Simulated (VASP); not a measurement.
# BN in VASP: further runs

Runs on BN. Level: r2SCAN. Tasks: single point.

All numbers are computed with VASP 6.6.1; they aren't measurements. Logs are shortened: lines on timing, memory, paths and dates and some standing lists are left out, and cuts for length are marked.

**1. The cell of the first run**

The cell holds a wire or tube with vacuum around it, 2 atoms: a = 9.000 Å, b = 9.300 Å, c = 2.813 Å, α = 90.00°, β = 90.00°, γ = 90.00°.

**2. Single point, r2SCAN, collinear spin, ferromagnetic start**

Input file POSCAR:

```
BN
1.0
    9.0000000000      0.0000000000      0.0000000000
    0.0000000000      9.3000000000      0.0000000000
    0.0000000000      0.0000000000      2.8134262098
B N
1 1
Direct
    0.5000000000      0.5000000000      0.0000000000
    0.5000000000      0.5000000000      0.5000000000
```

Input file INCAR.step1:

```
PREC = Accurate
ENCUT = 520
ISMEAR = 0
SIGMA = 0.05
LREAL = F
LASPH = T
NELM = 150
ISPIN = 2
MAGMOM = 0.5 0.5
NBANDS = 15
GGA = PE
ALGO = Normal
EDIFF = 1E-4
LWAVE = T
LCHARG = F
```

Input file INCAR.step2:

```
PREC = Accurate
ENCUT = 520
EDIFF = 1E-7
ISMEAR = 0
SIGMA = 0.05
LREAL = F
LASPH = T
NELM = 150
ALGO = Normal
ISIF = 2
LWAVE = F
LCHARG = F
ISPIN = 2
MAGMOM = 0.5 0.5
LORBIT = 11
METAGGA = R2SCAN
LMIXTAU = T
NBANDS = 15
ISTART = 1
```

Input file KPOINTS:

```
regular mesh
0
Gamma
  1 1 23
```

Potentials or basis: VASP PAW PBE potentials, release 64 (B, N).

Started as:

```bash
$ cat potpaw_PBE.64/B/POTCAR potpaw_PBE.64/N/POTCAR > POTCAR
$ cp INCAR.step1 INCAR
$ mpirun -np 1 vasp_std > vasp.out
$ cp INCAR.step2 INCAR
$ mpirun -np 1 vasp_std > vasp.out
```

OUTCAR:

```text
PREC = Accurate
   ENCUT = 520
   EDIFF = 1E-7
   ISMEAR = 0
   LREAL = F
   LASPH = T
   NELM = 150
   ISIF = 2
   ISPIN = 2
   LORBIT = 11
   METAGGA = R2SCAN
   ISTART = 1

 ion  position               nearest neighbor table
   1  0.500  0.500  0.000-   2 1.41   2 1.41
   2  0.500  0.500  0.500-   1 1.41   1 1.41

  LATTYP: Found a simple orthorhombic cell.
 ALAT       =     2.8134262098
 B/A-ratio  =     3.1989465260
 C/A-ratio  =     3.3055780769

  Lattice vectors:

 A1 = (   0.0000000000,   0.0000000000,   2.8134262098)
 A2 = (   9.0000000000,   0.0000000000,   0.0000000000)
 A3 = (   0.0000000000,   9.3000000000,   0.0000000000)

Analysis of symmetry for initial positions (statically):
=====================================================================
 Subroutine PRICEL returns:
 Original cell was already a primitive cell.

 Routine SETGRP: Setting up the symmetry group for a
 simple orthorhombic supercell.

 Subroutine GETGRP returns: Found  8 space group operations
 (whereof  8 operations were pure point group operations)
 out of a pool of  8 trial point group operations.

The static configuration has the point symmetry D_2h.

Analysis of symmetry for dynamics (positions and initial velocities):
=====================================================================
 Subroutine PRICEL returns:
 Original cell was already a primitive cell.

 Routine SETGRP: Setting up the symmetry group for a
 simple orthorhombic supercell.

 Subroutine GETGRP returns: Found  8 space group operations
 (whereof  8 operations were pure point group operations)
 out of a pool of  8 trial point group operations.

The dynamic configuration has the point symmetry D_2h.

Analysis of structural, dynamic, and magnetic symmetry:
=====================================================================
 Subroutine PRICEL returns:
 Original cell was already a primitive cell.

 Routine SETGRP: Setting up the symmetry group for a
 simple orthorhombic supercell.

 Subroutine GETGRP returns: Found  8 space group operations
 (whereof  8 operations were pure point group operations)
 out of a pool of  8 trial point group operations.

The overall configuration has the point symmetry D_2h.

 Subroutine INISYM returns: Found  8 space group operations
 (whereof  8 operations are pure point group operations),
 and found     1 'primitive' translations

----------------------------------------------------------------------------------------

                                     Primitive cell

  volume of cell :     235.4838

  direct lattice vectors                    reciprocal lattice vectors
     9.000000000  0.000000000  0.000000000     0.111111111  0.000000000  0.000000000
     0.000000000  9.300000000  0.000000000     0.000000000  0.107526882  0.000000000
     0.000000000  0.000000000  2.813426210     0.000000000  0.000000000  0.355438503

  length of vectors
     9.000000000  9.300000000  2.813426210     0.111111111  0.107526882  0.355438503

  position of ions in fractional coordinates (direct lattice)
     0.500000000  0.500000000  0.000000000
     0.500000000  0.500000000  0.500000000

  ion indices of the primitive-cell ions
   primitive index   ion index
                 1           1
                 2           2

----------------------------------------------------------------------------------------

 KPOINTS: regular mesh

Automatic generation of k-mesh.
 Grid dimensions read from file:
 generate k-points for:    1    1   23

 Generating k-lattice:

  Cartesian coordinates                     Fractional coordinates (reciprocal lattice)
     0.111111111  0.000000000  0.000000000     1.000000000  0.000000000  0.000000000
     0.000000000  0.107526882  0.000000000     0.000000000  1.000000000  0.000000000
     0.000000000  0.000000000  0.015453848     0.000000000  0.000000000  0.043478261

  Length of vectors
     0.111111111  0.107526882  0.015453848

  Shift w.r.t. Gamma in fractional coordinates (k-lattice)
     0.000000000  0.000000000  0.000000000

 Subroutine IBZKPT returns following result:
[... 28 lines left out ...]
   ISTART =      1    job   : 0-new  1-cont  2-samecut
   ICHARG =      0    charge: 1-file 2-atom 10-const
   ISPIN  =      2    spin polarized calculation?
   LNONCOLLINEAR =      F non collinear calculations
   LSORBIT =      F    spin-orbit coupling
   LASPH  =      T    aspherical Exc in radial PAW
   ENCUT  =  520.0 eV  38.22 Ry    6.18 a.u.  16.73 17.29  5.23*2*pi/ulx,y,z
   NELM   =    150;   NELMIN=  2; NELMDL=  0     # of ELM steps
   EDIFF  = 0.1E-06   stopping-criterion for ELM
   LREAL  =      F    real-space projection
   EDIFFG = 0.1E-05   stopping-criterion for IOM
   NSW    =      0    number of steps for IOM
   IBRION =     -1    ionic relax: 0-MD 1-quasi-New 2-CG
   NFREE  =      0    steps in history (QN), initial steepest desc. (CG)
   ISIF   =      2    stress and relaxation
   ISYM   =      2    0-nonsym 1-usesym 2-fastsym
   POTIM  = 0.5000    time-step for ionic-motion
   TEBEG  =    0.0;   TEEND  =   0.0 temperature during run
   PSTRESS=    0.0 pullay stress
   NELECT =       8.0000    total number of electrons
   NUPDOWN=      -1.0000    fix difference up-down
   EMIN   =  10.00;   EMAX   =-10.00  energy-range for DOS
   EFERMI =   0.00;   METHOD = LEGACY
   ISMEAR =     0;   SIGMA  =   0.05  broadening in eV -4-tet -1-fermi 0-gaus
   EFERMI_NEDOS =   21; number of points for ismear=-14 and -15
   IALGO  =     38    algorithm
   IMIX   =      4    mixing-type and parameters
     AMIX     =   0.40;   BMIX     =  1.00
     AMIX_MAG =   1.60;   BMIX_MAG =  1.00
  volume/ion in A,a.u.               =     117.74       794.56
  Fermi-wavevector in a.u.,A,eV,Ry     =   0.530214  1.001959  3.824963  0.281127
  Thomas-Fermi vector in A             =   1.552671
   LORBIT       =     11    0 simple, 1 ext, 2 COOP (PROOUT), +10 PAW based schemes
   METAGGA = R2SCAN    functional components
   LHFCALC =     F    Hartree Fock is set to
   AEXX    =    0.0000 exact exchange contribution
   IVDW    =     0    specifies the selected vdW correction
   LEPSILON=     F    determine dielectric tensor
   LRPA    =     F    only Hartree local field effects (RPA)
 spin polarized calculation
 Gauss-broadening in eV      SIGMA  =   0.05
  energy-cutoff  :      520.00
  volume of cell :      235.48
 maximum number of plane-waves:      6359
 NGX is ok and might be reduce to    70
   NGX = 33   NGY = 35   NGZ = 11

 number of electron       8.0000000 magnetization       0.0000058

 number of electron       8.0000000 magnetization      -0.0000066

 Free energy of the ion-electron system (eV)
  ---------------------------------------------------
  ext. energy  EPLUGINS =         0.00000000
  ---------------------------------------------------
  free energy    TOTEN  =       -16.94201214 eV

  energy without entropy =      -16.94201214  energy(sigma->0) =      -16.94201214

 E-fermi :  -5.7940     XC(G=0):  -1.5464

 val. band max:       -6.0273121830   @ k =   0.0000   0.0000   0.4783
 cond. band min:      -1.9163220298   @ k =   0.0000   0.0000   0.4783
 fundamental gap:      4.1109901532
 Fermi energy:        -5.7940287168

 spin component 1

 k-point     1 :       0.0000    0.0000    0.0000
  band No.  band energies     occupation
      1     -21.5518      1.00000
      2     -12.4726      1.00000
      3      -8.8398      1.00000
      4      -8.8397      1.00000
      5      -0.6102      0.00000
      6       1.2123      0.00000
      7       1.8748      0.00000
      8       1.9164      0.00000
      9       1.9844      0.00000
     10       3.1388      0.00000
     11       3.2073      0.00000
     12       3.7413      0.00000
     13       3.7462      0.00000
     14       5.3971      0.00000
[... 184 lines left out ...]
      1     -20.9468      1.00000
      2     -14.3048      1.00000
      3      -6.0274      1.00000
      4      -6.0273      1.00000
      5      -1.9163      0.00000
      6      -1.9161      0.00000
      7       3.8948      0.00000
      8       4.9163      0.00000
      9       6.0445      0.00000
     10       6.2920      0.00000
     11       6.3734      0.00000
     12       6.4940      0.00000
     13       7.0410      0.00000
     14       7.1445      0.00000
     15       7.2133      0.00000
 Fermi energy:        -5.7940287168

 spin component 2

 k-point     1 :       0.0000    0.0000    0.0000
  band No.  band energies     occupation
      1     -21.5518      1.00000
      2     -12.4726      1.00000
      3      -8.8397      1.00000
      4      -8.8397      1.00000
      5      -0.6102      0.00000
      6       1.2115      0.00000
      7       1.8751      0.00000
      8       1.9179      0.00000
      9       1.9841      0.00000
     10       3.1389      0.00000
     11       3.2054      0.00000
     12       3.7422      0.00000
     13       3.7446      0.00000
     14       5.3978      0.00000
[... 185 lines left out ...]
      2     -14.3048      1.00000
      3      -6.0273      1.00000
      4      -6.0273      1.00000
      5      -1.9163      0.00000
      6      -1.9162      0.00000
      7       3.8950      0.00000
      8       4.9160      0.00000
      9       6.0439      0.00000
     10       6.2942      0.00000
     11       6.3738      0.00000
     12       6.4936      0.00000
     13       7.0381      0.00000
     14       7.1462      0.00000
     15       7.2141      0.00000

------------------------ aborting loop because EDIFF is reached ----------------------------------------

  FORCE on cell =-STRESS in cart. coord.  units (eV):
  Direction    XX          YY          ZZ          XY          YZ          ZX
  --------------------------------------------------------------------------------------
  -------------------------------------------------------------------------------------
  Total       -0.0159061     -0.0163426    -14.9924795      0.0000000      0.0000000      0.0000000
  in kB       -0.1082212     -0.1111910   -102.0053756      0.0000000      0.0000000      0.0000000
  external PRESSURE =     -34.0749293 kB  Pullay stress =       0.0000000 kB

 VOLUME and BASIS-vectors are now :
 -----------------------------------------------------------------------------
  energy-cutoff  :      520.00
  volume of cell :      235.48
      direct lattice vectors                 reciprocal lattice vectors
     9.000000000  0.000000000  0.000000000     0.111111111  0.000000000  0.000000000
     0.000000000  9.300000000  0.000000000     0.000000000  0.107526882  0.000000000
     0.000000000  0.000000000  2.813426210     0.000000000  0.000000000  0.355438503

 POSITION                                       TOTAL-FORCE (eV/Angst)
 -----------------------------------------------------------------------------------
      4.50000      4.65000      0.00000         0.000000      0.000000      0.000000
      4.50000      4.65000      1.40671         0.000000      0.000000      0.000000
 -----------------------------------------------------------------------------------
    total drift:                                0.000000     -0.000000      0.000000

  FREE ENERGIE OF THE ION-ELECTRON SYSTEM (eV)
  ---------------------------------------------------
  free  energy   TOTEN  =       -16.9420121370 eV

  energy  without entropy=      -16.9420121370  energy(sigma->0) =      -16.94201214

 total charge

# of ion       s       p       d       tot
------------------------------------------
    1        0.695   1.170   0.000   1.865
    2        1.206   2.660   0.000   3.866
--------------------------------------------------
tot          1.901   3.830   0.000   5.731

 magnetization (x)

# of ion       s       p       d       tot
------------------------------------------
    1       -0.000  -0.000   0.000  -0.000
    2        0.000   0.000   0.000   0.000
--------------------------------------------------
tot         -0.000   0.000   0.000   0.000
```

Wall time 5.6 min (1 thread of Intel Xeon 6975P-C (Granite Rapids), shared host); peak memory 0.51 GiB.

What came out:

```yaml
Free_energy: -16.9420 eV
Band_gap_on_the_k_mesh: 4.11 eV
Net_moment: 0.00 μB per cell
Valence_electrons_inside_the_program's_atomic_spheres: B 1.86; N 3.87
```

Levels at points of the mesh, in eV from the valence-band top:
Spin up:
| k point | band 1 | band 2 | band 3 | band 4 | band 5 | band 6 | band 7 | band 8 |
| --- | --- | --- | --- | --- | --- | --- | --- | --- |
| (0.00, 0.00, 0.00) | -15.52 | -6.45 | -2.81 | -2.81 | 5.42 | 7.24 | 7.90 | 7.94 |
Spin down:
| k point | band 1 | band 2 | band 3 | band 4 | band 5 | band 6 | band 7 | band 8 |
| --- | --- | --- | --- | --- | --- | --- | --- | --- |
| (0.00, 0.00, 0.00) | -15.52 | -6.45 | -2.81 | -2.81 | 5.42 | 7.24 | 7.90 | 7.95 |

Caveat: the PAW data sets were made with another functional, which shifts forces and pressure a little.

**3. Single point, r2SCAN, collinear spin, ferromagnetic start**

POSCAR, as its differences from that of step 2:

```diff
@@ -9,2 +9,2 @@
     0.5000000000      0.5000000000      0.0000000000
-    0.5000000000      0.5000000000      0.5000000000
+    0.5000000000      0.5000000000      0.4650000000
```

Input file INCAR.step1:

```
  ALGO = Normal
  EDIFF = 1E-4
  ENCUT = 520
  GGA = PE
  ISMEAR = 0
  ISPIN = 2
  LASPH = True
  LCHARG = False
  LREAL = False
  LWAVE = True
  MAGMOM = 0.5 0.5
  NBANDS = 15
  NELM = 150
  PREC = Accurate
  SIGMA = 0.05
```

Input file INCAR.step2:

```
  ALGO = Normal
  EDIFF = 1E-7
  ENCUT = 520
  ISIF = 2
  ISMEAR = 0
  ISPIN = 2
  ISTART = 1
  LASPH = True
  LCHARG = False
  LMIXTAU = True
  LORBIT = 11
  LREAL = False
  LWAVE = False
  MAGMOM = 0.5 0.5
  METAGGA = R2SCAN
  NBANDS = 15
  NELM = 150
  PREC = Accurate
  SIGMA = 0.05
```

Input file KPOINTS:

```
k-points
0
Gamma
  1 1 23
```

Potentials or basis: VASP PAW PBE potentials, release 64 (B, N).

Started as:

```bash
$ cat potpaw_PBE.64/B/POTCAR potpaw_PBE.64/N/POTCAR > POTCAR
$ cp INCAR.step1 INCAR
$ mpirun -np 1 vasp_std > vasp.out
$ cp INCAR.step2 INCAR
$ mpirun -np 1 vasp_std > vasp.out
```

OUTCAR:

```text
EDIFF = 1E-7
   ENCUT = 520
   ISIF = 2
   ISMEAR = 0
   ISPIN = 2
   ISTART = 1
   LASPH = True
   LORBIT = 11
   LREAL = False
   METAGGA = R2SCAN
   NELM = 150
   PREC = Accurate

 ion  position               nearest neighbor table
   1  0.500  0.500  0.000-   2 1.31   2 1.51
   2  0.500  0.500  0.465-   1 1.31   1 1.51

  LATTYP: Found a simple orthorhombic cell.
 ALAT       =     2.8134262098
 B/A-ratio  =     3.1989465260
 C/A-ratio  =     3.3055780769

  Lattice vectors:

 A1 = (   0.0000000000,   0.0000000000,   2.8134262098)
 A2 = (   9.0000000000,   0.0000000000,   0.0000000000)
[... 632 lines left out ...]
  external PRESSURE =     -29.0303486 kB  Pullay stress =       0.0000000 kB

 VOLUME and BASIS-vectors are now :
 -----------------------------------------------------------------------------
  energy-cutoff  :      520.00
  volume of cell :      235.48
      direct lattice vectors                 reciprocal lattice vectors
     9.000000000  0.000000000  0.000000000     0.111111111  0.000000000  0.000000000
     0.000000000  9.300000000  0.000000000     0.000000000  0.107526882  0.000000000
     0.000000000  0.000000000  2.813426210     0.000000000  0.000000000  0.355438503

 POSITION                                       TOTAL-FORCE (eV/Angst)
 -----------------------------------------------------------------------------------
      4.50000      4.65000      0.00000         0.000000      0.000000     -3.222485
      4.50000      4.65000      1.30824         0.000000      0.000000      3.222485
 -----------------------------------------------------------------------------------
    total drift:                                0.000000     -0.000000      0.000035

  FREE ENERGIE OF THE ION-ELECTRON SYSTEM (eV)
  ---------------------------------------------------
  free  energy   TOTEN  =       -16.7975010039 eV

  energy  without entropy=      -16.7975010039  energy(sigma->0) =      -16.79750100

 total charge

# of ion       s       p       d       tot
------------------------------------------
    1        0.706   1.219   0.000   1.925
    2        1.214   2.668   0.000   3.883
--------------------------------------------------
tot          1.921   3.887   0.000   5.808

 magnetization (x)

# of ion       s       p       d       tot
------------------------------------------
    1        0.000   0.000   0.000   0.000
    2       -0.000  -0.000   0.000  -0.000
--------------------------------------------------
tot          0.000  -0.000   0.000  -0.000
```

Run time: 7 min. Hardware: 1 thread of Intel Xeon 6975P-C (Granite Rapids), shared host; peak memory 0.52 GiB.

Results:

```
Free energy                                           : -16.7975 eV
Largest force                                         : 3.222 eV/Å
Band gap on the k mesh                                : 4.50 eV
Net moment                                            : 0.00 μB per cell
Valence electrons inside the program's atomic spheres : B 1.93; N 3.88
```

Forces in eV/Å, atoms in the order of the input:
```
B    0.000  0.000 -3.222
N    0.000  0.000  3.222
```

Caveat: the PAW data sets were made with another functional, which shifts forces and pressure a little.

**4. Single point, r2SCAN, collinear spin, ferromagnetic start**

This run uses another cell than the first one.

Input file POSCAR:

```
BN
1.0
    9.6000000000      0.0000000000      0.0000000000
    0.0000000000      9.3000000000      0.0000000000
    0.0000000000      0.0000000000      2.6069012026
B N
1 1
Direct
    0.5000000214      0.5000000000      0.0000000000
    0.4999999786      0.5000000000      0.5000000000
```

Input file INCAR.step1:

```
ALGO = Normal
EDIFF = 1E-4
ENCUT = 520
GGA = PE
ISMEAR = 0
ISPIN = 2
LASPH = True
LCHARG = False
LREAL = False
LWAVE = True
MAGMOM = 0.5 0.5
NBANDS = 15
NELM = 150
PREC = Accurate
SIGMA = 0.05
```

Input file INCAR.step2:

```
ALGO = Normal
EDIFF = 1E-6
ENCUT = 520
ISIF = 2
ISMEAR = 0
ISPIN = 2
ISTART = 1
LASPH = True
LCHARG = False
LMIXTAU = True
LORBIT = 11
LREAL = False
LWAVE = False
MAGMOM = 0.5 0.5
METAGGA = R2SCAN
NBANDS = 15
NELM = 150
PREC = Accurate
SIGMA = 0.05
```

Input file KPOINTS:

```
k-points
0
Gamma
  1 1 25
```

Started as:

```bash
$ cat potpaw_PBE.64/B/POTCAR potpaw_PBE.64/N/POTCAR > POTCAR
$ cp INCAR.step1 INCAR
$ mpirun -np 1 vasp_std > vasp.out
$ cp INCAR.step2 INCAR
$ mpirun -np 1 vasp_std > vasp.out
```

Run time: 2.3 min. Hardware: 1 thread of Intel Xeon 6975P-C (Granite Rapids), shared host; peak memory 0.44 GiB.

Results (log left out):

* Free energy: -17.5507 eV
* Band gap on the k mesh: 4.71 eV
* Net moment: 0.00 μB per cell
* Valence electrons inside the program's atomic spheres: B 2.23; N 4.06

Levels at points of the mesh, in eV from the valence-band top:
Spin up:
| k point | band 1 | band 2 | band 3 | band 4 | band 5 | band 6 | band 7 | band 8 | band 9 |
| --- | --- | --- | --- | --- | --- | --- | --- | --- | --- |
| (0.00, 0.00, 0.00) | -16.07 | -7.01 | -3.40 | -3.40 | 5.89 | 7.74 | 7.84 | 7.90 | 7.94 |
Spin down:
| k point | band 2 | band 3 | band 4 | band 5 | band 6 | band 7 |
| --- | --- | --- | --- | --- | --- | --- |
| (0.00, 0.00, 0.00) | -7.01 | -3.40 | -3.40 | 5.89 | 7.73 | 7.84 |

Caveat: the PAW data sets were made with another functional, which shifts forces and pressure a little.

**5. The runs side by side**

| cell | k mesh | gap on the mesh (eV) | moment (μB) |
| --- | --- | --- | --- |
| a = 9.000, b = 9.300, c = 2.813 Å, 2 atoms, atomic positions A | 1 × 1 × 23 | 4.11 | 0.00 |
| a = 9.000, b = 9.300, c = 2.813 Å, 2 atoms, atomic positions B | 1 × 1 × 23 | 4.50 | 0.00 |
| a = 9.600, b = 9.300, c = 2.607 Å, 2 atoms, atomic positions A | 1 × 1 × 25 | 4.71 | 0.00 |

Alike in all rows: task single point; level r2SCAN; potentials or basis VASP PAW PBE potentials, release 64 (B, N); spin collinear, ferromagnetic start; cutoff (eV) 520; smearing gaussian 0.05 eV.

Caveats: the PAW data sets were made with another functional, which shifts forces and pressure a little.

Total energies depend on the potentials used, so only differences within one code and one set of settings carry meaning.
